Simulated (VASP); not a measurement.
# SnO in VASP: notebook

SnO is run at these levels: PBE+D3(BJ); tasks: single point.

All numbers are computed with VASP 6.6.1; they aren't measurements. Logs are shortened: lines on timing, memory, paths and dates and some standing lists are left out, and cuts for length are marked.

**1. The cell of the first run**

The cell holds a slab with vacuum, 8 atoms: a = 3.821 Å, b = 3.821 Å, c = 22.228 Å, α = 90.00°, β = 90.00°, γ = 90.00°.

**2. Single point, PBE+D3(BJ) (layers slid over each other)**

INCAR

```
ALGO = Normal
DIPOL = 0.5 0.5 0.401
EDIFF = 1E-7
ENCUT = 520
GGA = PE
IDIPOL = 3
ISIF = 2
ISMEAR = 0
IVDW = 12
LASPH = True
LCHARG = True
LDIPOL = True
LELF = True
LREAL = False
LVACPOTAV = True
LVHAR = True
LWAVE = False
NBANDS = 50
NELM = 80
PREC = Accurate
SIGMA = 0.05
```

KPOINTS

```
k-points
0
Gamma
  7 7 1
```

POSCAR

```
SnO
1.0
    3.8206509079      0.0000053603      0.0000000000
   -0.0000052472      3.8206509079      0.0000000000
    0.0000000000      0.0000000000     22.2280089981
Sn O
4 4
Direct
    0.9998502662      0.9998502662      0.2024472817
    0.4998491692      0.4998491692      0.3087997895
    0.6248491692      0.7498491692      0.4932517573
    1.1248502662      1.2498502662      0.5996042650
    0.9998512723      0.4998508145      0.2556235141
    0.4998508145      0.9998512723      0.2556235141
    0.6248481630      1.2498486208      0.5464279896
    1.1248486208      0.7498481630      0.5464279896
```

Potentials or basis: VASP PAW PBE potentials, release 64 (Sn_d, O).

The run is started by

```console
> cat potpaw_PBE.64/Sn_d/POTCAR potpaw_PBE.64/O/POTCAR > POTCAR
> mpirun -np 1 vasp_std > vasp.out
```

OUTCAR:

```text
EDIFF = 1E-7
   ENCUT = 520
   GGA = PE
   ISIF = 2
   ISMEAR = 0
   IVDW = 12
   LASPH = True
   LREAL = False
   NELM = 80
   PREC = Accurate
 IVDW          = 12

 ion  position               nearest neighbor table
   1  1.000  1.000  0.202-   5 2.25   6 2.25   5 2.25   6 2.25   2 3.59   2 3.59   2 3.59   2 3.59

   2  0.500  0.500  0.309-   6 2.25   5 2.25   6 2.25   5 2.25   1 3.59   1 3.59   1 3.59   1 3.59

   3  0.625  0.750  0.493-   7 2.25   8 2.25   7 2.25   8 2.25   4 3.59   4 3.59   4 3.59   4 3.59

   4  0.125  0.250  0.600-   8 2.25   7 2.25   8 2.25   7 2.25   3 3.59   3 3.59   3 3.59   3 3.59

   5  1.000  0.500  0.256-   2 2.25   1 2.25   1 2.25   2 2.25
   6  0.500  1.000  0.256-   2 2.25   1 2.25   1 2.25   2 2.25
   7  0.625  0.250  0.546-   4 2.25   3 2.25   3 2.25   4 2.25
   8  0.125  0.750  0.546-   4 2.25   3 2.25   3 2.25   4 2.25

  LATTYP: Found a simple tetragonal cell.
 ALAT       =     3.8206509079
 C/A-ratio  =     5.8178591905

  Lattice vectors:

 A1 = (   3.8206509079,   0.0000053603,   0.0000000000)
 A2 = (  -0.0000052472,   3.8206509079,   0.0000000000)
 A3 = (   0.0000000000,   0.0000000000,  22.2280089981)

Analysis of symmetry for initial positions (statically):
=====================================================================
 Subroutine PRICEL returns:
 Original cell was already a primitive cell.

 Routine SETGRP: Setting up the symmetry group for a
 simple tetragonal supercell.

 Subroutine GETGRP returns: Found  2 space group operations
 (whereof  1 operations were pure point group operations)
 out of a pool of 16 trial point group operations.

The static configuration has the point symmetry C_1 .
 The point group associated with its full space group is S_2 .

Analysis of symmetry for dynamics (positions and initial velocities):
=====================================================================
 Subroutine PRICEL returns:
 Original cell was already a primitive cell.

 Routine SETGRP: Setting up the symmetry group for a
 simple tetragonal supercell.

 Subroutine GETGRP returns: Found  2 space group operations
 (whereof  1 operations were pure point group operations)
 out of a pool of 16 trial point group operations.

The dynamic configuration has the point symmetry C_1 .
 The point group associated with its full space group is S_2 .

 Subroutine INISYM returns: Found  2 space group operations
 (whereof  1 operations are pure point group operations),
 and found     1 'primitive' translations

----------------------------------------------------------------------------------------

                                     Primitive cell

[... 115 lines left out ...]
   EFERMI =   0.00;   METHOD = LEGACY
   ISMEAR =     0;   SIGMA  =   0.05  broadening in eV -4-tet -1-fermi 0-gaus
   EFERMI_NEDOS =   21; number of points for ismear=-14 and -15
   IALGO  =     38    algorithm
   IMIX   =      4    mixing-type and parameters
     AMIX     =   0.40;   BMIX     =  1.00
     AMIX_MAG =   1.60;   BMIX_MAG =  1.00
  volume/ion in A,a.u.               =      40.56       273.70
  Fermi-wavevector in a.u.,A,eV,Ry     =   1.026549  1.939897 14.337861  1.053803
  Thomas-Fermi vector in A             =   2.160448
   LORBIT       =      0    0 simple, 1 ext, 2 COOP (PROOUT), +10 PAW based schemes
   GGA     = PE    functional components
   LHFCALC =     F    Hartree Fock is set to
   AEXX    =    0.0000 exact exchange contribution
   IVDW    =    12    specifies the selected vdW correction
   LEPSILON=     F    determine dielectric tensor
   LRPA    =     F    only Hartree local field effects (RPA)
 non-spin polarized calculation
 Gauss-broadening in eV      SIGMA  =   0.05
  energy-cutoff  :      520.00
  volume of cell :      324.47
 maximum number of plane-waves:      8769
   NGX = 15   NGY = 15   NGZ = 83

 dipolmoment           0.000000      0.000000     -0.000013 electrons x Angstroem

 number of electron      79.9999971 magnetization

 dipolmoment           0.000000      0.000000      0.000007 electrons x Angstroem

 Free energy of the ion-electron system (eV)
  ---------------------------------------------------
  ext. energy  EPLUGINS =         0.00000000
  ---------------------------------------------------
  free energy    TOTEN  =       -45.14442253 eV

  energy without entropy =      -45.14442253  energy(sigma->0) =      -45.14442253

 E-fermi :   0.1370     XC(G=0):  -5.3040

 val. band max:       -0.1657642922   @ k =  -0.1429   0.1429   0.0000
 cond. band min:       2.2448853731   @ k =   0.4286   0.0000   0.0000
 fundamental gap:      2.4106496653
 Fermi energy:         0.1370170804

 k-point     1 :       0.0000    0.0000    0.0000
  band No.  band energies     occupation
      1     -21.0476      2.00000
      2     -21.0475      2.00000
      3     -20.6884      2.00000
      4     -20.6883      2.00000
      5     -20.6512      2.00000
      6     -20.6507      2.00000
[... 1261 lines left out ...]
     49       5.9746      0.00000
     50       6.3036      0.00000

 [... further k-points ...]

------------------------ aborting loop because EDIFF is reached ----------------------------------------

 Edisp (eV)   -1.24540

 E8    (eV) :    -0.5506

  FORCE on cell =-STRESS in cart. coord.  units (eV):
  Direction    XX          YY          ZZ          XY          YZ          ZX
  --------------------------------------------------------------------------------------
  -------------------------------------------------------------------------------------
  Total       0.18377     0.22446     0.15644     0.02503     0.30334     0.17765
  in kB       0.90741     1.10836     0.77249     0.12361     1.49785     0.87718
  external pressure =        0.93 kB  Pullay stress =        0.00 kB

 VOLUME and BASIS-vectors are now :
 -----------------------------------------------------------------------------
  energy-cutoff  :      520.00
  volume of cell :      324.47
      direct lattice vectors                 reciprocal lattice vectors
     3.820650908  0.000005360  0.000000000     0.261735506  0.000000359  0.000000000
    -0.000005247  3.820650908  0.000000000    -0.000000367  0.261735506  0.000000000
     0.000000000  0.000000000 22.228008998     0.000000000  0.000000000  0.044988285

 POSITION                                       TOTAL-FORCE (eV/Angst)
 -----------------------------------------------------------------------------------
      3.82007      3.82008      4.50000        -0.003328     -0.005681     -0.069904
      1.90975      1.90975      6.86400        -0.018116     -0.033868      0.063857
      2.38733      2.86492     10.96400         0.018116      0.033868     -0.063857
      0.47701      0.95459     13.32801         0.003328      0.005681      0.069904
      3.82008      1.90976      5.68200        -0.018134      0.011356      0.003672
      1.90975      3.82009      5.68200         0.006775     -0.029017      0.003157
      2.38733      0.95459     12.14601        -0.006775      0.029017     -0.003157
      0.47700      2.86491     12.14601         0.018134     -0.011356     -0.003672
 -----------------------------------------------------------------------------------
    total drift:                                0.013514      0.013500      0.003395

  FREE ENERGIE OF THE ION-ELECTRON SYSTEM (eV)
  ---------------------------------------------------
  free  energy   TOTEN  =       -46.3898187511 eV

  energy  without entropy=      -46.3898187511  energy(sigma->0) =      -46.38981875

 vacuum level on the upper side and lower side of the slab         4.934         4.933
```

stdout:

```text
POSCAR found type information on POSCAR SnO
 POSCAR found :  2 types and       8 ions
 scaLAPACK will be used
 LDA part: xc-table for (Slater+PW92), standard interpolation
 POSCAR, INCAR and KPOINTS ok, starting setup
 FFT: planning ... GRIDC
 FFT: planning ... GRID_SOFT
 FFT: planning ... GRID
 WAVECAR not read
 entering main loop
 -----------------------------------------------------------------------------
|                                                                             |
|           W    W    AA    RRRRR   N    N  II  N    N   GGGG   !!!           |
|           W    W   A  A   R    R  NN   N  II  NN   N  G    G  !!!           |
|           W    W  A    A  R    R  N N  N  II  N N  N  G       !!!           |
|           W WW W  AAAAAA  RRRRR   N  N N  II  N  N N  G  GGG   !            |
|           WW  WW  A    A  R   R   N   NN  II  N   NN  G    G                |
|           W    W  A    A  R    R  N    N  II  N    N   GGGG   !!!           |
|                                                                             |
|     Did not find any points to average over, which means that no vacuum     |
|     field-free region was found. Please increase the size of  your cell     |
|     in the dimension of the dipole correction to obtain accurate            |
|     workfunction values.                                                    |
|                                                                             |
 -----------------------------------------------------------------------------
```

Run time: 6.5 min. Hardware: 1 thread of AMD EPYC 9R45 (Zen 5), shared host; peak memory 0.48 GiB.

Results:

- Free energy: -46.3898 eV
- Largest force: 0.075 eV/Å
- Band gap on the k mesh: 2.41 eV (least direct gap 2.54 eV)
- Dispersion energy per atom: -0.156 eV

Forces in eV/Å, atoms in the order of the input:
```
Sn  -0.003 -0.006 -0.070
Sn  -0.018 -0.034  0.064
Sn   0.018  0.034 -0.064
Sn   0.003  0.006  0.070
O   -0.018  0.011  0.004
O    0.007 -0.029  0.003
O   -0.007  0.029 -0.003
O    0.018 -0.011 -0.004
```

Caveat: the cell differs from its parent crystal (layers slid over each other); spin-orbit coupling is left out, which moves the levels of the heavy elements.

**3. Single point, PBE+D3(BJ) (layers slid over each other)**

INCAR

```
SYSTEM = SnO
PREC = Accurate
ENCUT = 520
EDIFF = 1E-7
ISMEAR = 0
SIGMA = 0.05
LREAL = .FALSE.
LASPH = .TRUE.
NELM = 100
ALGO = Normal
ISIF = 2
LWAVE = .FALSE.
LCHARG = .TRUE.
LDIPOL = .TRUE.
IDIPOL = 3
DIPOL = 0.5 0.5 0.401
GGA = PE
IVDW = 12
LELF = .TRUE.
LVHAR = .TRUE.
LVACPOTAV = .TRUE.
NBANDS = 50
```

KPOINTS

```
regular mesh
0
G
  7 7 1
  0 0 0
```

POSCAR

```
SnO
1.0
    3.8206509079      0.0000053603      0.0000000000
   -0.0000052472      3.8206509079      0.0000000000
    0.0000000000      0.0000000000     22.2280089981
Sn O
4 4
Direct
    0.9998502662      0.9998502662      0.2024472817
    0.4998491692      0.4998491692      0.3087997895
    0.6248491692      0.8748491692      0.4932517573
    1.1248502662      1.3748502662      0.5996042650
    0.9998512723      0.4998508145      0.2556235141
    0.4998508145      0.9998512723      0.2556235141
    0.6248481630      1.3748486208      0.5464279896
    1.1248486208      0.8748481630      0.5464279896
```

Potentials or basis: VASP PAW PBE potentials, release 64 (Sn_d, O).

The run is started by

```console
> cat potpaw_PBE.64/Sn_d/POTCAR potpaw_PBE.64/O/POTCAR > POTCAR
> mpirun -np 1 vasp_std > vasp.out
```

It took 10 min on 1 thread of Intel Xeon Platinum 8488C (Sapphire Rapids), shared host; peak memory 0.51 GiB.

It converged, with:

```
Free energy                : -46.4137 eV
Largest force              : 0.115 eV/Å
Band gap on the k mesh     : 2.44 eV (least direct gap 2.55 eV)
Dispersion energy per atom : -0.156 eV
```

Forces in eV/Å, atoms in the order of the input:
```
Sn  -0.003 -0.004 -0.069
Sn  -0.011 -0.022  0.112
Sn   0.011  0.022 -0.112
Sn   0.003  0.004  0.069
O   -0.015  0.008  0.008
O    0.005 -0.019  0.007
O   -0.005  0.019 -0.007
O    0.015 -0.008 -0.008
```

Levels at points of the mesh, in eV from the valence-band top:
| k point | band 37 | band 38 | band 39 | band 40 | band 41 | band 42 | band 43 | band 44 |
| --- | --- | --- | --- | --- | --- | --- | --- | --- |
| (0.00, 0.00, 0.00) | -1.96 | -1.96 | -0.64 | -0.03 | 2.52 | 2.85 | 2.85 | 3.83 |

Caveat: the cell differs from its parent crystal (layers slid over each other); spin-orbit coupling is left out, which moves the levels of the heavy elements.
